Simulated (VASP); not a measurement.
# Cd4H (I-43m) in VASP: a series of runs

The runs below take Cd4H through single point, relaxation of cell and atoms, with PBE.

All numbers are computed with VASP 6.6.1; they aren't measurements. Logs are shortened: lines on timing, memory, paths and dates and some standing lists are left out, and cuts for length are marked.

## (1) The cell of the first run

It takes space group I-43m (No. 217, cubic). Conventional cell: a = 6.020 Å, b = 6.020 Å, c = 6.020 Å, α = 90.00°, β = 90.00°, γ = 90.00°. Within 2.8 Å of Cd (site symmetry 3m) lie 1 H at 2.13 Å. Within 2.8 Å of H (site symmetry -43m) lie 4 Cd at 2.13 Å.

The cell was generated, and may not be a known phase.

## (2) Single point, PBE

File INCAR:

```
SYSTEM = Cd4H
  PREC = Accurate
  ENCUT = 520
  EDIFF = 1E-6
  ISMEAR = 0
  SIGMA = 0.1
  LREAL = .False.
  LASPH = .True.
  NELM = 100
  ALGO = Normal
  ISIF = 2
  LWAVE = .False.
  LCHARG = .False.
  GGA = PE
  NBANDS = 32
```

File KPOINTS:

```
regular mesh
0
Gamma
  10 10 10
  0 0 0
```

File POSCAR:

```
Cd4H
1.0
   -3.0097563949      3.0097563949      3.0097563949
    3.0097563949     -3.0097563949      3.0097563949
    3.0097563949      3.0097563949     -3.0097563949
Cd H
4 1
Direct
    0.0000000000      0.5908865654      0.0000000000
    0.4091134346      0.4091134346      0.4091134346
    0.0000000000      0.0000000000      0.5908865654
    0.5908865654      0.0000000000      0.0000000000
    0.0000000000      0.0000000000      0.0000000000
```

Potentials or basis: VASP PAW PBE potentials, release 64 (Cd, H).

Launch:

```
cat potpaw_PBE.64/Cd/POTCAR potpaw_PBE.64/H/POTCAR > POTCAR
mpirun -np 1 vasp_std > vasp.out
```

OUTCAR:

```text
SYSTEM = Cd4H
   PREC = Accurate
   ENCUT = 520
   EDIFF = 1E-6
   ISMEAR = 0
   LREAL = .False.
   LASPH = .True.
   NELM = 100
   ISIF = 2
   GGA = PE

 ion  position               nearest neighbor table
   1  0.000  0.591  0.000-   5 2.13   4 3.11   4 3.11   3 3.11   3 3.11   2 3.11   2 3.11   3 3.48
                             4 3.48   2 3.48
   2  0.409  0.409  0.409-   5 2.13   1 3.11   4 3.11   1 3.11   3 3.11   4 3.11   3 3.11   3 3.48
                             1 3.48   4 3.48
   3  0.000  0.000  0.591-   5 2.13   1 3.11   2 3.11   4 3.11   1 3.11   4 3.11   2 3.11   2 3.48
                             4 3.48   1 3.48
   4  0.591  0.000  0.000-   5 2.13   1 3.11   1 3.11   3 3.11   2 3.11   2 3.11   3 3.11   2 3.48
                             3 3.48   1 3.48
   5  0.000  0.000  0.000-   1 2.13   2 2.13   3 2.13   4 2.13

  LATTYP: Found a body centered cubic cell.
 ALAT       =     6.0195127898

  Lattice vectors:

 A1 = (  -3.0097563949,   3.0097563949,   3.0097563949)
 A2 = (   3.0097563949,  -3.0097563949,   3.0097563949)
 A3 = (   3.0097563949,   3.0097563949,  -3.0097563949)

Analysis of symmetry for initial positions (statically):
=====================================================================
 Subroutine PRICEL returns:
 Original cell was already a primitive cell.

 Routine SETGRP: Setting up the symmetry group for a
 body centered cubic supercell.

 Subroutine GETGRP returns: Found 24 space group operations
 (whereof 24 operations were pure point group operations)
 out of a pool of 48 trial point group operations.

The static configuration has the point symmetry T_d .

Analysis of symmetry for dynamics (positions and initial velocities):
=====================================================================
 Subroutine PRICEL returns:
 Original cell was already a primitive cell.

 Routine SETGRP: Setting up the symmetry group for a
 body centered cubic supercell.

 Subroutine GETGRP returns: Found 24 space group operations
 (whereof 24 operations were pure point group operations)
 out of a pool of 48 trial point group operations.

The dynamic configuration has the point symmetry T_d .

 Subroutine INISYM returns: Found 24 space group operations
 (whereof 24 operations are pure point group operations),
 and found     1 'primitive' translations

----------------------------------------------------------------------------------------

                                     Primitive cell

  volume of cell :     109.0571

  direct lattice vectors                    reciprocal lattice vectors
    -3.009756395  3.009756395  3.009756395     0.000000000  0.166126402  0.166126402
     3.009756395 -3.009756395  3.009756395     0.166126402  0.000000000  0.166126402
     3.009756395  3.009756395 -3.009756395     0.166126402  0.166126402  0.000000000

  length of vectors
     5.213050994  5.213050994  5.213050994     0.234938210  0.234938210  0.234938210

  position of ions in fractional coordinates (direct lattice)
     0.000000000  0.590886565  0.000000000
     0.409113435  0.409113435  0.409113435
     0.000000000  0.000000000  0.590886565
     0.590886565  0.000000000  0.000000000
     0.000000000  0.000000000  0.000000000

  ion indices of the primitive-cell ions
   primitive index   ion index
                 1           1
                 2           2
                 3           3
                 4           4
                 5           5

----------------------------------------------------------------------------------------

 KPOINTS: regular mesh

Automatic generation of k-mesh.
 Grid dimensions read from file:
 generate k-points for:   10   10   10

 Generating k-lattice:

  Cartesian coordinates                     Fractional coordinates (reciprocal lattice)
     0.000000000  0.016612640  0.016612640     0.100000000  0.000000000  0.000000000
     0.016612640  0.000000000  0.016612640     0.000000000  0.100000000  0.000000000
     0.016612640  0.016612640  0.000000000     0.000000000  0.000000000  0.100000000

  Length of vectors
     0.023493821  0.023493821  0.023493821

  Shift w.r.t. Gamma in fractional coordinates (k-lattice)
     0.000000000  0.000000000  0.000000000

 Subroutine IBZKPT returns following result:
 ===========================================

 Found     47 irreducible k-points:

 Following reciprocal coordinates:
            Coordinates               Weight
  0.000000  0.000000  0.000000      1.000000
  0.100000  0.000000  0.000000     12.000000
  0.200000  0.000000  0.000000     12.000000
  0.300000  0.000000  0.000000     12.000000
  0.400000  0.000000  0.000000     12.000000
  0.500000  0.000000  0.000000      6.000000
[... 16 lines left out ...]
  0.300000  0.300000  0.100000      8.000000
 -0.300000  0.300000  0.100000     24.000000
 [... further k-points ...]
   k-points           NKPTS =     47   k-points in BZ     NKDIM =     47   number of bands    NBANDS=     32
   number of dos      NEDOS =    301   number of ions     NIONS =      5
   total plane-waves  NPLWV =  64000
   dimension x,y,z NGX =    40 NGY =   40 NGZ =   40
   dimension x,y,z NGXF=    80 NGYF=   80 NGZF=   80
   ions per type =               4   1
   NGX,Y,Z   is equivalent  to a cutoff of  12.76, 12.76, 12.76 a.u.
   NGXF,Y,Z  is equivalent  to a cutoff of  25.51, 25.51, 25.51 a.u.
 SYSTEM =  Cd4H
   PREC   = accura    normal or accurate (medium, high low for compatibility)
   ISTART =      0    job   : 0-new  1-cont  2-samecut
   ICHARG =      2    charge: 1-file 2-atom 10-const
   ISPIN  =      1    spin polarized calculation?
   LNONCOLLINEAR =      F non collinear calculations
   LSORBIT =      F    spin-orbit coupling
   LASPH  =      T    aspherical Exc in radial PAW
   ENCUT  =  520.0 eV  38.22 Ry    6.18 a.u.   9.69  9.69  9.69*2*pi/ulx,y,z
   NELM   =    100;   NELMIN=  2; NELMDL= -5     # of ELM steps
   EDIFF  = 0.1E-05   stopping-criterion for ELM
   LREAL  =      F    real-space projection
   EDIFFG = 0.1E-04   stopping-criterion for IOM
   NSW    =      0    number of steps for IOM
   IBRION =     -1    ionic relax: 0-MD 1-quasi-New 2-CG
   NFREE  =      0    steps in history (QN), initial steepest desc. (CG)
   ISIF   =      2    stress and relaxation
   ISYM   =      2    0-nonsym 1-usesym 2-fastsym
   POTIM  = 0.5000    time-step for ionic-motion
   TEBEG  =    0.0;   TEEND  =   0.0 temperature during run
   PSTRESS=    0.0 pullay stress
   NELECT =      49.0000    total number of electrons
   NUPDOWN=      -1.0000    fix difference up-down
   EMIN   =  10.00;   EMAX   =-10.00  energy-range for DOS
   EFERMI =   0.00;   METHOD = LEGACY
   ISMEAR =     0;   SIGMA  =   0.10  broadening in eV -4-tet -1-fermi 0-gaus
   EFERMI_NEDOS =   21; number of points for ismear=-14 and -15
   IALGO  =     38    algorithm
   IMIX   =      4    mixing-type and parameters
     AMIX     =   0.40;   BMIX     =  1.00
     AMIX_MAG =   1.60;   BMIX_MAG =  1.00
  volume/ion in A,a.u.               =      21.81       147.19
  Fermi-wavevector in a.u.,A,eV,Ry     =   1.253879  2.369487 21.391239  1.572212
  Thomas-Fermi vector in A             =   2.387710
   LORBIT       =      0    0 simple, 1 ext, 2 COOP (PROOUT), +10 PAW based schemes
   GGA     = PE    functional components
   LHFCALC =     F    Hartree Fock is set to
   AEXX    =    0.0000 exact exchange contribution
   IVDW    =     0    specifies the selected vdW correction
   LEPSILON=     F    determine dielectric tensor
   LRPA    =     F    only Hartree local field effects (RPA)
 non-spin polarized calculation
 Gauss-broadening in eV      SIGMA  =   0.10
  energy-cutoff  :      520.00
  volume of cell :      109.06
 maximum number of plane-waves:      2988
   NGX = 19   NGY = 19   NGZ = 19

 number of electron      49.0000010 magnetization

 Free energy of the ion-electron system (eV)
  ---------------------------------------------------
  ext. energy  EPLUGINS =         0.00000000
  ---------------------------------------------------
  free energy    TOTEN  =        -4.91635355 eV

  energy without entropy =       -4.90397799  energy(sigma->0) =       -4.91016577

 E-fermi :   1.6172     XC(G=0):  -9.9400

 val. band max:        1.5836594773   @ k =  -0.4000   0.5000   0.2000
 cond. band min:       1.6195967122   @ k =   0.5000   0.5000   0.1000
 fundamental gap:      0.0359372350
 Fermi energy:         1.6172366669

 k-point     1 :       0.0000    0.0000    0.0000
  band No.  band energies     occupation
      1      -8.2259      2.00000
      2      -7.5111      2.00000
      3      -7.5111      2.00000
      4      -7.4984      2.00000
      5      -7.4984      2.00000
      6      -7.3650      2.00000
[... 24 lines left out ...]
     31       3.3892      0.00000
     32       6.7466      0.00000

 k-point     2 :       0.1000    0.0000    0.0000
  band No.  band energies     occupation
      1      -8.2015      2.00000
      2      -7.5102      2.00000
      3      -7.5077      2.00000
      4      -7.5026      2.00000
      5      -7.4853      2.00000
      6      -7.3766      2.00000
[... 24 lines left out ...]
     31       4.2466      0.00000
     32       6.9987      0.00000

 k-point     3 :       0.2000    0.0000    0.0000
  band No.  band energies     occupation
      1      -8.1352      2.00000
      2      -7.5082      2.00000
      3      -7.4993      2.00000
      4      -7.4846      2.00000
      5      -7.4467      2.00000
      6      -7.4013      2.00000
[... 24 lines left out ...]
     31       5.4319      0.00000
     32       7.6546      0.00000

 k-point     4 :       0.3000    0.0000    0.0000
  band No.  band energies     occupation
      1      -8.0446      2.00000
      2      -7.4908      2.00000
      3      -7.4745      2.00000
      4      -7.4681      2.00000
      5      -7.4606      2.00000
      6      -7.3499      2.00000
[... 654 lines left out ...]
     31       6.2301      0.00000
     32       7.4253      0.00000

 k-point    23 :       0.3000    0.3000    0.1000
  band No.  band energies     occupation
      1      -7.8629      2.00000
      2      -7.5475      2.00000
      3      -7.5475      2.00000
      4      -7.4500      2.00000
      5      -7.2845      2.00000
      6      -7.2380      2.00000
[... 24 lines left out ...]
     31       8.0336      0.00000
     32       8.0336      0.00000

 k-point    24 :      -0.3000    0.3000    0.1000
  band No.  band energies     occupation
      1      -8.0181      2.00000
      2      -7.5020      2.00000
      3      -7.4787      2.00000
      4      -7.4649      2.00000
      5      -7.4310      2.00000
      6      -7.3539      2.00000
[... 24 lines left out ...]
     31       6.8367      0.00000
     32       7.5511      0.00000

 [... further k-points ...]
[... 5 lines left out ...]
  --------------------------------------------------------------------------------------
  -------------------------------------------------------------------------------------
  Total        0.1642102      0.1642102      0.1642102      0.0000000      0.0000000      0.0000000
  in kB        2.4124404      2.4124404      2.4124404      0.0000000      0.0000000      0.0000000
  external PRESSURE =       2.4124404 kB  Pullay stress =       0.0000000 kB

 VOLUME and BASIS-vectors are now :
 -----------------------------------------------------------------------------
  energy-cutoff  :      520.00
  volume of cell :      109.06
      direct lattice vectors                 reciprocal lattice vectors
    -3.009756395  3.009756395  3.009756395     0.000000000  0.166126402  0.166126402
     3.009756395 -3.009756395  3.009756395     0.166126402  0.000000000  0.166126402
     3.009756395  3.009756395 -3.009756395     0.166126402  0.166126402  0.000000000

 POSITION                                       TOTAL-FORCE (eV/Angst)
 -----------------------------------------------------------------------------------
      1.77842     -1.77842      1.77842        -0.005662      0.005662     -0.005662
      1.23133      1.23133      1.23133         0.005662      0.005662      0.005662
      1.77842      1.77842     -1.77842        -0.005662     -0.005662      0.005662
     -1.77842      1.77842      1.77842         0.005662     -0.005662     -0.005662
      0.00000      0.00000      0.00000         0.000000      0.000000     -0.000000
 -----------------------------------------------------------------------------------
    total drift:                                0.000001      0.000001      0.000001

  FREE ENERGIE OF THE ION-ELECTRON SYSTEM (eV)
  ---------------------------------------------------
  free  energy   TOTEN  =        -4.9163535500 eV

  energy  without entropy=       -4.9039779883  energy(sigma->0) =       -4.91016577
```

Wall time 78 s (1 thread of AMD EPYC 9R45 (Zen 5), shared host); peak memory 0.28 GiB.

What came out:

| Property | Result |
| --- | --- |
| Free energy | -4.9164 eV |
| Pressure | 0.2 GPa |
| Largest force | 0.010 eV/Å |
| Band gap on the k mesh | zero (an odd number of electrons rules out a gap without spin polarisation) |

Forces on the atoms (eV/Å):
```
Cd  -0.006  0.006 -0.006
Cd   0.006  0.006  0.006
Cd  -0.006 -0.006  0.006
Cd   0.006 -0.006 -0.006
H    0.000  0.000  0.000
```

## (3) Relaxation of cell and atoms, PBE

This run uses another cell than the first one, of 21.92 Å³/atom.

File INCAR:

```
PREC = Accurate
ENCUT = 600
EDIFF = 1E-6
ISMEAR = 0
SIGMA = 0.1
LREAL = False
LASPH = True
NELM = 100
ALGO = Normal
ISIF = 3
LWAVE = False
LCHARG = False
GGA = PE
IBRION = 2
NSW = 100
EDIFFG = -0.01
```

File KPOINTS:

```
Automatic mesh
0
Gamma
  10 10 10
```

File POSCAR:

```
Cd4H
1.0
   -3.0149137700      3.0149137700      3.0149137700
    3.0149137700     -3.0149137700      3.0149137700
    3.0149137700      3.0149137700     -3.0149137700
Cd H
4 1
Direct
    0.0000000000      0.5852204572      0.0000000000
    0.4147795428      0.4147795428      0.4147795428
    0.0000000000      0.0000000000      0.5852204572
    0.5852204572      0.0000000000      0.0000000000
    0.0000000000      0.0000000000      0.0000000000
```

Potentials or basis: VASP PAW PBE potentials, release 64 (Cd, H).

Launch:

```
cat potpaw_PBE.64/Cd/POTCAR potpaw_PBE.64/H/POTCAR > POTCAR
mpirun -np 1 vasp_std > vasp.out
```

It took 6.7 min on 1 thread of AMD EPYC 9R45 (Zen 5), shared host; peak memory 0.33 GiB.

It converged, with:

```yaml
Free_energy: -4.9157 eV
Relaxed_volume: 21.95 Å³/atom
Relaxed_cell: a = 5.224 Å, b = 5.224 Å, c = 5.224 Å, α = 109.47°, β = 109.47°, γ = 109.47°
Space_group_after_relaxing_to_0.1_Å: I-43m (No. 217)
Energy_gained_by_relaxing: 0.8 meV/atom
Ionic_steps: 7
Pressure_after_relaxing: 0.0 GPa
Largest_force_after_relaxing: 0.008 eV/Å
Band_gap_on_the_k_mesh: zero (an odd number of electrons rules out a gap without spin polarisation)
```

Forces in eV/Å, atoms in the order of the input:
```
Cd   0.005 -0.005  0.005
Cd  -0.005 -0.005 -0.005
Cd   0.005  0.005 -0.005
Cd  -0.005  0.005  0.005
H    0.000  0.000  0.000
```

Step by step:
| step | energy change (eV) | largest force (eV/Å) | pressure (GPa) | volume (Å³) |
| --- | --- | --- | --- | --- |
| 1 | 0.0000 | 0.0699 | -0.11 | 109.62 |
| 2 | -0.0010 | 0.0604 | -0.03 | 109.39 |
| 3 | -0.0025 | 0.0319 | 0.20 | 108.70 |
| 4 | -0.0034 | 0.0216 | 0.09 | 109.15 |
| 5 | -0.0039 | 0.0128 | 0.00 | 109.54 |
| 6 | -0.0036 | 0.0048 | -0.17 | 110.31 |
| 7 | -0.0039 | 0.0082 | -0.05 | 109.76 |

Final structure:
```
Cd H
1.0
    -3.01625    3.01625    3.01625
     3.01625   -3.01625    3.01625
     3.01625    3.01625   -3.01625
Cd H
4 1
Direct
  0.00000 0.59002 0.00000
  0.40998 0.40998 0.40998
  0.00000 0.00000 0.59002
  0.59002 0.00000 0.00000
  0.00000 0.00000 0.00000
```

Levels at points of the mesh, in eV from the Fermi level:
```tsv
k point	band 20	band 21	band 22	band 23	band 24	band 25	band 26	band 27	band 28	band 29
(0.00, 0.00, 0.00)	-8.09	-7.81	-1.16	0.72	0.72	0.72	1.38	1.38	1.38	1.76
(0.50, 0.00, 0.00)	-8.24	-6.38	-4.94	-1.64	-1.08	-0.80	0.40	2.70	4.00	4.01
(0.50, 0.50, 0.50)	-8.12	-5.92	-2.90	-2.90	-2.90	-1.73	-1.73	4.75	4.93	4.93
```

The gap in the log of VASP goes by the Fermi energy; the results here count the filled bands.